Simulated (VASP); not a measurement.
# MgO in VASP: relaxation of the atoms with PBE

Aim: the relaxation of the atoms of MgO with PBE.

All numbers are computed with VASP 6.6.1; they aren't measurements. Logs are shortened: lines on timing, memory, paths and dates and some standing lists are left out, and cuts for length are marked.

### Step 1. The cell of the first run

The cell holds a slab with vacuum, 24 atoms: a = 5.877 Å, b = 5.877 Å, c = 18.999 Å, α = 90.00°, β = 90.00°, γ = 60.00°.

### Step 2. Relaxation of the atoms, PBE

INCAR reads:

```
PREC = Accurate ; ENCUT = 520
EDIFF = 1E-6 ; ISMEAR = -1
SIGMA = 0.05 ; LREAL = Auto
LASPH = True ; NELM = 80
ALGO = Normal ; ISIF = 2
LWAVE = False ; LCHARG = False
GGA = PE ; IBRION = 2
NSW = 45 ; EDIFFG = -0.08
```

KPOINTS reads:

```
Automatic mesh
0
Gamma
  2 2 1
```

POSCAR reads:

```
MgO
1.0
    5.8773300000      0.0000000000      0.0000000000
    2.9386650000      5.0899170000      0.0000000000
    0.0000000000      0.0000000000     18.9985250000
Mg O
12 12
Selective dynamics
Direct
    0.0000000000      0.0000000000      0.0526357000  F F F
    0.0000000000      0.5000000000      0.0526357000  F F F
    0.5000000000      1.0000000000      0.0526357000  F F F
    0.5000000000      0.5000000000      0.0526357000  F F F
    0.6666667000      0.6666667000      0.1789302000  T T T
    0.6666667000      0.1666667000      0.1789302000  T T T
    0.1666667000      0.6666667000      0.1789302000  T T T
    0.1666667000      0.1666667000      0.1789302000  T T T
    0.3333333000      0.3333333000      0.3052247000  T T T
    0.3333333000      0.8333333000      0.3052247000  T T T
    0.8333333000      0.3333333000      0.3052247000  T T T
    0.8333333000      0.8333333000      0.3052247000  T T T
    0.3333333000      0.8333333000      0.1157829000  F F F
    0.3333333000      0.3333333000      0.1157829000  F F F
    0.8333333000      0.8333333000      0.1157829000  F F F
    0.8333333000      0.3333333000      0.1157829000  F F F
    1.0000000000      0.5000000000      0.2420775000  T T T
    1.0000000000      1.0000000000      0.2420775000  T T T
    0.5000000000      0.5000000000      0.2420775000  T T T
    0.5000000000      1.0000000000      0.2420775000  T T T
    0.6666667000      0.1666667000      0.3683720000  T T T
    0.6666667000      0.6666667000      0.3683720000  T T T
    0.1666667000      0.1666667000      0.3683720000  T T T
    0.1666667000      0.6666667000      0.3683720000  T T T
```

Potentials or basis: VASP PAW PBE potentials, release 64 (Mg, O).

Started as:

```console
> cat potpaw_PBE.64/Mg/POTCAR potpaw_PBE.64/O/POTCAR > POTCAR
> mpirun -np 1 vasp_std > vasp.out
```

OUTCAR:

```text
PREC = Accurate
   ENCUT = 520
   EDIFF = 1E-6
   ISMEAR = -1
   LREAL = Auto
   LASPH = True
   NELM = 80
   ISIF = 2
   GGA = PE
   IBRION = 2
   NSW = 45
   EDIFFG = -0.08

 ion  position               nearest neighbor table
   1  0.000  0.000  0.053-  16 2.08  13 2.08  15 2.08   7 2.94   6 2.94   8 2.94   2 2.94   2 2.94
                             4 2.94   4 2.94   3 2.94   3 2.94
   2  0.000  0.500  0.053-  15 2.08  14 2.08  16 2.08   8 2.94   5 2.94   7 2.94   1 2.94   1 2.94
                             3 2.94   3 2.94   4 2.94   4 2.94
   3  0.500  0.000  0.053-  14 2.08  15 2.08  13 2.08   5 2.94   8 2.94   6 2.94   4 2.94   2 2.94
                             4 2.94   2 2.94   1 2.94   1 2.94
   4  0.500  0.500  0.053-  13 2.08  16 2.08  14 2.08   6 2.94   7 2.94   5 2.94   3 2.94   1 2.94
                             3 2.94   1 2.94   2 2.94   2 2.94
   5  0.667  0.667  0.179-  15 2.08  20 2.08  17 2.08  16 2.08  19 2.08  13 2.08  12 2.94   3 2.94
                             2 2.94  11 2.94  10 2.94   4 2.94   6 2.94   6 2.94   8 2.94   8 2.94
   6  0.667  0.167  0.179-  16 2.08  19 2.08  18 2.08  15 2.08  20 2.08  14 2.08  11 2.94   4 2.94
                             1 2.94  12 2.94   9 2.94   3 2.94   5 2.94   5 2.94   7 2.94   7 2.94
   7  0.167  0.667  0.179-  13 2.08  18 2.08  19 2.08  14 2.08  17 2.08  15 2.08  10 2.94   1 2.94
                             4 2.94   9 2.94  12 2.94   2 2.94   8 2.94   6 2.94   8 2.94   6 2.94
   8  0.167  0.167  0.179-  14 2.08  17 2.08  20 2.08  13 2.08  18 2.08  16 2.08   9 2.94   2 2.94
                             3 2.94  10 2.94  11 2.94   1 2.94   7 2.94   5 2.94   7 2.94   5 2.94
   9  0.333  0.333  0.305-  20 2.08  17 2.08  19 2.08  23 2.08  24 2.08  21 2.08   8 2.94   7 2.94
[... 26 lines left out ...]
 A1 = (  -2.9386650000,  -5.0899170000,   0.0000000000)
 A2 = (   5.8773300000,   0.0000000000,   0.0000000000)
 A3 = (   0.0000000000,   0.0000000000,  18.9985250000)

Analysis of symmetry for initial positions (statically):
=====================================================================
 Subroutine PRICEL returns following result:

  LATTYP: Found a hexagonal cell.
 ALAT       =     2.9386649626
 C/A-ratio  =     6.4650190620
[... 12 lines left out ...]
 Subroutine GETGRP returns: Found  6 space group operations
 (whereof  6 operations were pure point group operations)
 out of a pool of 24 trial point group operations.

The static configuration has the point symmetry C_3v.

Analysis of symmetry for dynamics (positions and initial velocities):
=====================================================================
 Subroutine PRICEL returns following result:

  LATTYP: Found a hexagonal cell.
 ALAT       =     2.9386649626
 C/A-ratio  =     6.4650190620
[... 12 lines left out ...]
 Subroutine GETGRP returns: Found  6 space group operations
 (whereof  6 operations were pure point group operations)
 out of a pool of 24 trial point group operations.

The dynamic configuration has the point symmetry C_3v.

Analysis of constrained symmetry for selective dynamics:
=====================================================================
 Subroutine PRICEL returns following result:

  LATTYP: Found a hexagonal cell.
 ALAT       =     2.9386649626
 C/A-ratio  =     6.4650190620
[... 12 lines left out ...]
 Subroutine GETGRP returns: Found  6 space group operations
 (whereof  6 operations were pure point group operations)
 out of a pool of 24 trial point group operations.

The constrained configuration has the point symmetry C_3v.

 Subroutine INISYM returns: Found  6 space group operations
 (whereof  6 operations are pure point group operations),
 and found     4 'primitive' translations

----------------------------------------------------------------------------------------

                                     Primitive cell

  volume of cell :     142.0858

  direct lattice vectors                    reciprocal lattice vectors
    -1.469332500 -2.544958500  0.000000000     0.000000000 -0.392933716  0.000000000
     2.938665000  0.000000000  0.000000000     0.340290574 -0.196466858  0.000000000
     0.000000000  0.000000000 18.998525000     0.000000000  0.000000000  0.052635665

  length of vectors
     2.938664963  2.938665000 18.998525000     0.392933716  0.392933711  0.052635665

  position of ions in fractional coordinates (direct lattice)
     0.000000000  0.000000000  0.052635700
     0.666666600  0.333333400  0.178930200
     0.333333400  0.666666600  0.305224700
     0.333333400  0.666666600  0.115782900
     0.000000000  0.000000000  0.242077500
     0.666666600  0.333333400  0.368372000

  ion indices of the primitive-cell ions
   primitive index   ion index
                 1           1
                 2           8
                 3          12
                 4          15
                 5          18
                 6          23

----------------------------------------------------------------------------------------

 KPOINTS: Automatic mesh

Automatic generation of k-mesh.
 Grid dimensions read from file:
 generate k-points for:    2    2    1

 Generating k-lattice:

  Cartesian coordinates                     Fractional coordinates (reciprocal lattice)
     0.085072644 -0.049116714  0.000000000     0.500000000  0.000000000  0.000000000
     0.000000000  0.098233429  0.000000000     0.000000000  0.500000000  0.000000000
     0.000000000  0.000000000  0.052635665     0.000000000  0.000000000  1.000000000

  Length of vectors
     0.098233428  0.098233429  0.052635665

  Shift w.r.t. Gamma in fractional coordinates (k-lattice)
     0.000000000  0.000000000  0.000000000

 Subroutine IBZKPT returns following result:
 ===========================================

 Found      2 irreducible k-points:

 Following reciprocal coordinates:
            Coordinates               Weight
  0.000000  0.000000  0.000000      1.000000
  0.500000  0.000000  0.000000      3.000000
   k-points           NKPTS =      2   k-points in BZ     NKDIM =      2   number of bands    NBANDS=     61
   number of dos      NEDOS =    301   number of ions     NIONS =     24
   total plane-waves  NPLWV = 331776
   dimension x,y,z NGX =    48 NGY =   48 NGZ =  144
   dimension x,y,z NGXF=    96 NGYF=   96 NGZF=  288
   ions per type =              12  12
   NGX,Y,Z   is equivalent  to a cutoff of  13.58, 13.58, 12.60 a.u.
   NGXF,Y,Z  is equivalent  to a cutoff of  27.15, 27.15, 25.20 a.u.
 SYSTEM =  unknown system
   PREC   = accura    normal or accurate (medium, high low for compatibility)
   ISTART =      0    job   : 0-new  1-cont  2-samecut
   ICHARG =      2    charge: 1-file 2-atom 10-const
   ISPIN  =      1    spin polarized calculation?
   LNONCOLLINEAR =      F non collinear calculations
   LSORBIT =      F    spin-orbit coupling
   LASPH  =      T    aspherical Exc in radial PAW
   ENCUT  =  520.0 eV  38.22 Ry    6.18 a.u.  10.93 10.93 35.32*2*pi/ulx,y,z
   NELM   =     80;   NELMIN=  2; NELMDL= -5     # of ELM steps
   EDIFF  = 0.1E-05   stopping-criterion for ELM
   LREAL  =      T    real-space projection
   EDIFFG = -.8E-01   stopping-criterion for IOM
   NSW    =     45    number of steps for IOM
   IBRION =      2    ionic relax: 0-MD 1-quasi-New 2-CG
   NFREE  =      1    steps in history (QN), initial steepest desc. (CG)
   ISIF   =      2    stress and relaxation
   ISYM   =      2    0-nonsym 1-usesym 2-fastsym
   POTIM  = 0.5000    time-step for ionic-motion
   TEBEG  =    0.0;   TEEND  =   0.0 temperature during run
   PSTRESS=    0.0 pullay stress
   NELECT =      96.0000    total number of electrons
   NUPDOWN=      -1.0000    fix difference up-down
   EMIN   =  10.00;   EMAX   =-10.00  energy-range for DOS
   EFERMI =   0.00;   METHOD = LEGACY
   ISMEAR =    -1;   SIGMA  =   0.05  broadening in eV -4-tet -1-fermi 0-gaus
   EFERMI_NEDOS =   21; number of points for ismear=-14 and -15
   IALGO  =     38    algorithm
   IMIX   =      4    mixing-type and parameters
     AMIX     =   0.40;   BMIX     =  1.00
     AMIX_MAG =   1.60;   BMIX_MAG =  1.00
  volume/ion in A,a.u.               =      23.68       159.81
  Fermi-wavevector in a.u.,A,eV,Ry     =   0.904958  1.710122 11.142474  0.818949
  Thomas-Fermi vector in A             =   2.028468
   LORBIT       =      0    0 simple, 1 ext, 2 COOP (PROOUT), +10 PAW based schemes
   GGA     = PE    functional components
   LHFCALC =     F    Hartree Fock is set to
   AEXX    =    0.0000 exact exchange contribution
   IVDW    =     0    specifies the selected vdW correction
   LEPSILON=     F    determine dielectric tensor
   LRPA    =     F    only Hartree local field effects (RPA)
 conjugate gradient relaxation of ions
 non-spin polarized calculation
  energy-cutoff  :      520.00
  volume of cell :      568.34
 maximum number of plane-waves:     15352
 NGX is ok and might be reduce to    48
   NGX = 21   NGY = 21   NGZ = 71

--------------------------------------- Ionic step        1  -------------------------------------------

 number of electron      95.9999977 magnetization

 Free energy of the ion-electron system (eV)
  ---------------------------------------------------
  ext. energy  EPLUGINS =         0.00000000
  ---------------------------------------------------
  free energy    TOTEN  =      -121.38442296 eV

  energy without entropy =     -121.29314051  energy(sigma->0) =     -121.33878174

------------------------ aborting loop because EDIFF is reached ----------------------------------------

  FORCE on cell =-STRESS in cart. coord.  units (eV):
  Direction    XX          YY          ZZ          XY          YZ          ZX
  --------------------------------------------------------------------------------------
  -------------------------------------------------------------------------------------
  Total       13.0874309     13.0874304      9.2076318     -0.0000000      0.0000000      0.0000000
  in kB       36.8938793     36.8938780     25.9566037     -0.0000000      0.0000000      0.0000000
  external PRESSURE =      33.2481204 kB  Pullay stress =       0.0000000 kB
[... 155 lines left out ...]
  FREE ENERGIE OF THE ION-ELECTRON SYSTEM (eV)
  ---------------------------------------------------
  free  energy   TOTEN  =      -122.2673724729 eV

  energy  without entropy=     -122.0616131883  energy(sigma->0) =     -122.16449283

[... ionic steps 4 to 10 ...]

--------------------------------------- Ionic step       11  -------------------------------------------

 number of electron      95.9999981 magnetization

------------------------ aborting loop because EDIFF is reached ----------------------------------------
[... 111 lines left out ...]
--------------------------------------- Ionic step       13  -------------------------------------------

 number of electron      95.9999981 magnetization

 Free energy of the ion-electron system (eV)
  ---------------------------------------------------
  ext. energy  EPLUGINS =         0.00000000
  ---------------------------------------------------
  free energy    TOTEN  =      -122.57848652 eV

  energy without entropy =     -122.35462913  energy(sigma->0) =     -122.46655782

 E-fermi :  -2.5481     XC(G=0):  -5.4305

 val. band max:       -2.6285826332   @ k =   0.5000   0.0000   0.0000
 cond. band min:      -2.5325530186   @ k =   0.5000   0.0000   0.0000
 fundamental gap:      0.0960296147
 Fermi energy:        -2.5481483137

 k-point     1 :       0.0000    0.0000    0.0000
  band No.  band energies     occupation
      1     -21.1490      2.00000
      2     -20.2143      2.00000
      3     -20.2143      2.00000
      4     -20.2143      2.00000
      5     -19.8491      2.00000
      6     -18.9877      2.00000
[... 52 lines left out ...]
     59       5.0988      0.00000
     60       5.1637      0.00000

 k-point     2 :       0.5000    0.0000    0.0000
  band No.  band energies     occupation
      1     -20.7106      2.00000
      2     -20.7106      2.00000
      3     -20.2249      2.00000
      4     -20.2249      2.00000
      5     -19.4462      2.00000
      6     -19.4462      2.00000
[... 52 lines left out ...]
     59       4.6999      0.00000
     60       4.6999      0.00000
 [bands above 60 left out]

------------------------ aborting loop because EDIFF is reached ----------------------------------------

  FORCE on cell =-STRESS in cart. coord.  units (eV):
  Direction    XX          YY          ZZ          XY          YZ          ZX
  --------------------------------------------------------------------------------------
  -------------------------------------------------------------------------------------
  Total       17.6773712     17.6773706     -4.8384562      0.0000000      0.0000000      0.0000000
  in kB       49.8330653     49.8330636    -13.6397601      0.0000000      0.0000000      0.0000000
  external PRESSURE =      28.6754563 kB  Pullay stress =       0.0000000 kB
[... 39 lines left out ...]
  FREE ENERGIE OF THE ION-ELECTRON SYSTEM (eV)
  ---------------------------------------------------
  free  energy   TOTEN  =      -122.5784865183 eV

  energy  without entropy=     -122.3546291273  energy(sigma->0) =     -122.46655782

 reached required accuracy - stopping structural energy minimisation
```

Wall time 23 min (1 thread of Intel Xeon Platinum 8488C (Sapphire Rapids), shared host); peak memory 0.76 GiB.

What came out:

- Free energy: -122.5785 eV
- Energy gained by relaxing: 49.8 meV/atom
- Ionic steps: 13
- Band gap on the k mesh: zero (bands 48 and 49 overlap by 0.27 eV)

Step by step:
| step | energy change (eV) | largest force on free atoms (eV/Å) | pressure (GPa) |
| --- | --- | --- | --- |
| 1 | 0.0000 | 1.9646 | 3.32 |
| 2 | -0.8720 | 0.5986 | 3.80 |
| 3 | -0.8829 | 0.7851 | 4.08 |
| 4 | -0.8880 | 0.6397 | 3.97 |
| 5 | -0.9827 | 0.3491 | 4.10 |
| 6 | -1.0131 | 0.4169 | 4.24 |
| 7 | -1.0643 | 0.2893 | 4.14 |
| 8 | -1.0855 | 0.2858 | 4.08 |
| 9 | -1.0867 | 0.2859 | 4.07 |
| 10 | -1.1301 | 0.2416 | 3.79 |
| 11 | -1.1881 | 0.1707 | 2.95 |
| 12 | -1.1893 | 0.1637 | 2.81 |
| 13 | -1.1941 | 0.0451 | 2.87 |

Final structure:
```yaml
crystal:
  lattice:
    - [5.87733, 0.00000, 0.00000]
    - [2.93866, 5.08992, 0.00000]
    - [0.00000, 0.00000, 18.99853]
  atoms:
    - { symbol: Mg, position: [0.00000, 0.00000, 0.05264] }
    - { symbol: Mg, position: [0.00000, 0.50000, 0.05264] }
    - { symbol: Mg, position: [0.50000, 0.00000, 0.05264] }
    - { symbol: Mg, position: [0.50000, 0.50000, 0.05264] }
    - { symbol: Mg, position: [0.66667, 0.66667, 0.18912] }
    - { symbol: Mg, position: [0.66667, 0.16667, 0.18912] }
    - { symbol: Mg, position: [0.16667, 0.66667, 0.18912] }
    - { symbol: Mg, position: [0.16667, 0.16667, 0.18912] }
    - { symbol: Mg, position: [0.33333, 0.33333, 0.32091] }
    - { symbol: Mg, position: [0.33333, 0.83333, 0.32091] }
    - { symbol: Mg, position: [0.83333, 0.33333, 0.32091] }
    - { symbol: Mg, position: [0.83333, 0.83333, 0.32091] }
    - { symbol: O, position: [0.33333, 0.83333, 0.11578] }
    - { symbol: O, position: [0.33333, 0.33333, 0.11578] }
    - { symbol: O, position: [0.83333, 0.83333, 0.11578] }
    - { symbol: O, position: [0.83333, 0.33333, 0.11578] }
    - { symbol: O, position: [0.00000, 0.50000, 0.24545] }
    - { symbol: O, position: [0.00000, 0.00000, 0.24545] }
    - { symbol: O, position: [0.50000, 0.50000, 0.24545] }
    - { symbol: O, position: [0.50000, 0.00000, 0.24545] }
    - { symbol: O, position: [0.66667, 0.16667, 0.37400] }
    - { symbol: O, position: [0.66667, 0.66667, 0.37400] }
    - { symbol: O, position: [0.16667, 0.16667, 0.37400] }
    - { symbol: O, position: [0.16667, 0.66667, 0.37400] }
```

Caveat: the k points lie up to 0.62 Å⁻¹ apart.
